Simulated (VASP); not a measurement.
# Cd3Te: single point with PBE

The system is Cd3Te.

```
Cd Te
1.0
     4.75551    0.00000    0.00000
     0.00000    4.75551    0.00000
     0.00000    0.00000    4.75551
Cd Te
3 1
Direct
  0.50000 0.50000 0.00000
  0.50000 0.00000 0.50000
  0.00000 0.50000 0.50000
  0.00000 0.00000 0.00000
```

The cell was built from a structure type or drawn by symmetry, and may not be a known phase.

```yaml
Program: VASP 6.6.1
Task: single point
Functional: PBE
Potentials_or_basis: VASP PAW PBE potentials, release 64 (Cd, Te)
Cutoff: 520 eV
k_mesh: 4 × 4 × 4
Occupations: gaussian, width 0.1 eV
Spin: no spin polarisation
```

```json
{"Pressure": "-1.7 GPa", "Band gap on the k mesh": "zero (bands 21 and 22 overlap by 2.79 eV)"}
```

Levels at points of the mesh, in eV from the Fermi level:
| k point | band 19 | band 20 | band 21 | band 22 | band 23 | band 24 |
| --- | --- | --- | --- | --- | --- | --- |
| (0.00, 0.00, 0.00) | -2.89 | -2.89 | 0.16 | 0.16 | 3.00 | 3.00 |
| (0.50, 0.00, 0.00) | -1.95 | -1.95 | 0.35 | 1.08 | 1.41 | 1.41 |
| (0.50, 0.50, 0.00) | -3.88 | -1.33 | 0.78 | 1.26 | 1.26 | 3.09 |
| (0.50, 0.50, 0.50) | -3.96 | -2.01 | -2.01 | -2.01 | -1.63 | 5.41 |

Run time: 14 s on 1 thread of Intel(R) Xeon(R) 6975P-C (Granite Rapids), with other jobs on the host, peak memory 0.2 GiB.

Caveat: spin-orbit coupling is left out, which moves the levels of the heavy elements.
